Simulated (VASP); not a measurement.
HgTe:

```xyz
2
Lattice="-3.0044 3.0044 1.5383 3.0044 -3.0044 1.5383 3.0044 3.0044 -1.5383" Properties=species:S:1:pos:R:3 pbc="T T T"
Hg    0.0000    3.0044    0.7692
Te    0.0000    0.0000    0.0000
```

Base run:

| Item | Value |
| --- | --- |
| Program | VASP 6.6.1 |
| Functional | r2SCAN |
| Potentials or basis | VASP PAW PBE potentials, release 64 (Hg, Te) |
| Cutoff | 520 eV |
| k mesh | 10 × 10 × 10 |
| Occupations | fermi-dirac, width 0.05 eV |
| Spin | no spin polarisation |

Its results: band gap on the k mesh zero (bands 9 and 10 overlap by 3.73 eV); pressure 0.9 GPa.

After a change of settings the same cell gave: band gap on the k mesh zero (bands 9 and 10 overlap by 2.45 eV); pressure -0.4 GPa. Which change was it?
A. functional from r2SCAN to PBE; further incar settings from ALGO = Normal; EDIFF = 1e-06; NBANDS = 16 to ALGO = Normal; EDIFF = 1e-07; NBANDS = 16
B. functional from r2SCAN to r2SCAN0; cutoff from 520 eV to 440 eV; k mesh from 10 × 10 × 10 to 5 × 5 × 5
C. functional from r2SCAN to LDA; potentials or basis from VASP PAW PBE potentials, release 64 (Hg, Te) to VASP PAW LDA potentials, release 64 (Hg, Te)

B.

Caveats: some runs use coarse meshes; the PAW data sets were made with another functional, which shifts forces and pressure a little; spin-orbit coupling is left out, which moves the levels of the heavy elements.
